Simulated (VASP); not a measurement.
A run of VASP 6.6.1 is set up as follows.

Contents of INCAR:

```
SYSTEM = Ga
ALGO = Fast
EDIFF = 1E-6
ENCUT = 520
GGA = PE
ISIF = 2
ISMEAR = -1
LASPH = .True.
LCHARG = .False.
LREAL = .False.
LWAVE = .False.
NBANDS = 34
NELM = 100
PREC = Accurate
SIGMA = 0.15
```

File KPOINTS:

```
k-points
0
Gamma
  10 10 8
  0 0 0
```

The input POSCAR:

```
Ga
1.0
    2.3130691537     -3.8592569104      0.0000000000
    2.3130691537      3.8592569104      0.0000000000
    0.0000000000      0.0000000000      4.5629524956
Ga
4
Direct
    0.6565088441      0.3434911559      0.4157632391
    0.8434911559      0.1565088441      0.9157632391
    0.3434911559      0.6565088441      0.5842367609
    0.1565088441      0.8434911559      0.0842367609
```

Potentials or basis: VASP PAW PBE potentials, release 64 (Ga_d).

Command:

```console
$ cat potpaw_PBE.64/Ga_d/POTCAR > POTCAR
$ mpirun -np 1 vasp_std > vasp.out
```

**Question.** What does it give for the band gap on the k mesh?

**Answer.** Zero (bands 26 and 27 overlap by 1.44 eV).

**Question.** Estimate the pressure.

**Answer.** 0.1 GPa.
